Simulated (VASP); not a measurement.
# Si3C: single point with r2SCAN

Crystal: Si3C.

```
C Si
1.0
     3.43181    0.00000    0.00000
     0.00000    3.43181    0.00000
     0.00000    0.00000    5.00043
C Si
1 3
Direct
  0.00000 0.00000 0.00000
  0.00000 0.50000 0.20320
  0.50000 0.50000 0.50000
  0.50000 0.00000 0.79680
```

```yaml
Program: VASP 6.6.1
Task: single point
Functional: r2SCAN
Potentials_or_basis: VASP PAW PBE potentials, release 64 (C, Si)
Cutoff: 520 eV
k_mesh: 8 × 8 × 6
Occupations: fermi-dirac, width 0.02 eV
Spin: no spin polarisation
```

```
Pressure               : -0.3 GPa
Largest force          : 0.013 eV/Å
Band gap on the k mesh : zero (band 8 reaches 7.84 eV, above the bottom of band 9 at 7.50 eV)
```

Forces on the atoms (eV/Å):
```
C    0.000  0.000  0.000
Si   0.000  0.000 -0.013
Si   0.000  0.000  0.000
Si   0.000  0.000  0.013
```

Stress tensor (GPa, compression positive):
```
-0.38  0.00  0.00
 0.00 -0.38  0.00
 0.00  0.00 -0.24
```

Levels at points of the mesh, in eV from the Fermi level:
```csv
k point,band 5,band 6,band 7,band 8,band 9,band 10,band 11,band 12
"(0.00, 0.00, 0.00)",-4.65,-0.94,-0.71,0.15,0.15,1.48,3.57,3.57
"(0.50, 0.00, 0.00)",-5.32,-4.85,-3.72,-0.39,2.43,2.82,4.32,5.98
"(0.50, 0.50, 0.00)",-4.43,-4.11,-4.11,-3.53,-0.09,0.61,1.22,1.22
"(0.00, 0.00, 0.50)",-4.41,-3.82,-0.98,-0.98,0.71,1.64,3.81,3.97
"(0.50, 0.00, 0.50)",-3.67,-2.17,-2.14,-0.12,0.76,3.67,3.93,3.99
"(0.50, 0.50, 0.50)",-5.48,-5.25,-5.25,-5.13,3.45,4.45,4.45,4.48
```

It took 78 s on 1 thread of Intel(R) Xeon(R) 6975P-C (Granite Rapids), on a shared host, peak memory 0.2 GiB.

Caveat: the PAW data sets were made with another functional, which shifts forces and pressure a little.
